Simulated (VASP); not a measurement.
Crystal: PPb2.

```
P Pb
1.0
     4.54299    0.00000    0.00000
     0.00000    4.54299    0.00000
     0.00000    0.00000    6.93171
P Pb
2 4
Direct
  0.00000 0.50000 0.70000
  0.50000 0.00000 0.30000
  0.00000 0.00000 0.00000
  0.50000 0.50000 0.00000
  0.00000 0.50000 0.27000
  0.50000 0.00000 0.73000
```

The cell was generated, and may not be a known phase.

```yaml
Program: VASP 6.6.1
Task: relaxation of cell and atoms
Functional: PBE
Potentials_or_basis: VASP PAW PBE potentials, release 64 (P, Pb_d)
Cutoff: 600 eV
k_mesh: 4 × 4 × 4
Occupations: gaussian, width 0.1 eV
Spin: no spin polarisation
```

At the start: pressure 16.3 GPa; volume 23.84 Å³/atom.

Q: How do energy, volume and symmetry change on relaxing?

A: Over 25 steps the energy falls by 582.1 meV/atom and the volume is 27.63 Å³/atom (+15.9 %); space group P4/nmm (No. 129, to 0.1 Å) before and after.

The path:
| step | energy change (eV) | largest force (eV/Å) | pressure (GPa) | volume (Å³) |
| --- | --- | --- | --- | --- |
| 1 | 0.0000 | 4.1253 | 16.27 | 143.06 |
| 2 | -1.8868 | 1.2020 | -4.70 | 199.24 |
| 3 | -2.1020 | 1.6834 | -1.79 | 181.27 |
| 4 | -2.4197 | 1.3576 | -1.19 | 176.58 |
| 5 | -2.6750 | 1.0946 | 2.59 | 163.65 |
| 6 | -2.7254 | 0.5512 | 0.76 | 168.30 |
| 7 | -2.7332 | 0.6536 | 1.13 | 167.13 |
| 8 | -2.8750 | 0.5456 | 0.00 | 171.36 |
| 9 | -3.0911 | 0.1424 | -3.09 | 184.18 |
| 10 | -3.1305 | 0.1038 | -3.09 | 183.78 |
| 11 | -3.2010 | 0.1521 | -3.03 | 182.64 |
| 12 | -3.1975 | 0.4142 | -2.55 | 179.99 |
| 13 | -3.2196 | 0.3332 | -2.82 | 181.39 |
| 14 | -3.2853 | 0.3449 | -2.05 | 177.46 |
| 15 | -3.3565 | 0.3647 | -0.18 | 169.52 |
| 16 | -3.3592 | 0.3688 | 0.36 | 167.51 |
| 17 | -3.3795 | 0.3606 | 0.39 | 166.99 |
| 18 | -3.4287 | 0.3084 | 0.54 | 165.39 |
| 19 | -3.4572 | 0.1613 | 1.18 | 162.04 |
| 20 | -3.4608 | 0.1990 | 0.97 | 162.94 |
| 21 | -3.4777 | 0.1238 | -0.30 | 166.74 |
| 22 | -3.4777 | 0.1247 | -0.28 | 166.69 |
| 23 | -3.4848 | 0.0934 | -0.23 | 166.45 |
| 24 | -3.4926 | 0.0408 | -0.08 | 165.84 |
| 25 | -3.4927 | 0.0363 | -0.05 | 165.78 |

Final structure:
```
P Pb
1.0
     4.52384    0.00000    0.00000
     0.00000    4.52384    0.00000
     0.00000    0.00000    8.10071
P Pb
2 4
Direct
  0.00000 0.50000 0.71897
  0.50000 0.00000 0.28103
  0.00000 0.00000 0.00000
  0.50000 0.50000 0.00000
  0.00000 0.50000 0.36401
  0.50000 0.00000 0.63599
```

Caveat: the volume moved by over 15 % at a fixed basis, so the end points are rough.
